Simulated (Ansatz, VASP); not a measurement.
**C in VASP and in Ansatz**

```
C
1.0
     2.56432    0.00000    0.00000
    -1.28216    2.22077    0.00000
     0.00000    0.00000    4.22300
C
4
Direct
  0.33333 0.66667 0.99958
  0.66667 0.33333 0.49958
  0.33333 0.66667 0.37442
  0.66667 0.33333 0.87442
```

Change from the starting cell: strained cell.

Alike in both runs: functional PBEsol; k mesh 9 × 9 × 6; occupations gaussian, width 0.02 eV; no spin polarisation.

Ansatz relaxed the structure, and its values are those at the end. VASP's run is a single point on that final structure, the one shown.

```csv
,VASP,Ansatz
version,VASP 6.6.1,Ansatz 0.2.0
potentials or method,"VASP PAW PBE potentials, release 64 (C), cutoff 520 eV","scalar-relativistic, plane waves, PAW"
valence electrons in the cell,16,16
```

```csv
,VASP,Ansatz,Ansatz less VASP
gap on the k mesh at the Fermi level (eV),3.30,3.32,+0.019
least direct gap on the mesh (eV),4.70,4.70,+0.008
pressure (GPa),-25.6,-26.5,-0.81
```

VASP's potentials were made for PBE, not for PBEsol, and Ansatz warns of the same on its side. Ansatz's warnings: stress scf threshold loose.
